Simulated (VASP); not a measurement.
Set up this calculation in VASP 6.6.1, as the native input.

- Task: single point
- Functional: PBE
- Potentials or basis: VASP PAW PBE potentials, release 64 (Pb_d, S)
- Cutoff: 520 eV
- k mesh: 6 × 6 × 6
- Occupations: fermi-dirac, width 0.02 eV
- Spin: no spin polarisation
- Dipole correction: no
- Further INCAR settings: ALGO = Normal; EDIFF = 1e-07; NBANDS = 28

The structure of PbS lies in POSCAR:

```
PbS
1.0
    2.0637484119     -5.8692756801      0.0000000000
    2.0637484119      5.8692756801      0.0000000000
    0.0000000000      0.0000000000      4.2604423679
Pb S
2 2
Direct
    0.8722772601      0.1277227399      0.7500000000
    0.1277227399      0.8722772601      0.2500000000
    0.6436799888      0.3563200112      0.7500000000
    0.3563200112      0.6436799888      0.2500000000
```

One way to write it, as run:

INCAR

```
SYSTEM = PbS
PREC = Accurate
ENCUT = 520
EDIFF = 1E-7
ISMEAR = -1
SIGMA = 0.02
LREAL = .FALSE.
LASPH = .TRUE.
NELM = 60
ALGO = Normal
ISIF = 2
LWAVE = .FALSE.
LCHARG = .FALSE.
GGA = PE
NBANDS = 28
```

KPOINTS

```
Automatic mesh
0
G
  6 6 6
  0 0 0
```

Potentials or basis: VASP PAW PBE potentials, release 64 (Pb_d, S).

The run is started by

```sh
$ cat potpaw_PBE.64/Pb_d/POTCAR potpaw_PBE.64/S/POTCAR > POTCAR
$ mpirun -np 1 vasp_std > vasp.out
```

Results of the run:

- Pressure: 2.1 GPa
- Largest force: 0.125 eV/Å
- Band gap on the k mesh: 1.17 eV (least direct gap 1.32 eV)

Caveat: spin-orbit coupling is left out, which moves the levels of the heavy elements.

Run time: 2.3 min on 1 thread of AMD EPYC 9R45 96-Core Processor (Zen 5), on a shared host, peak memory 0.28 GiB.
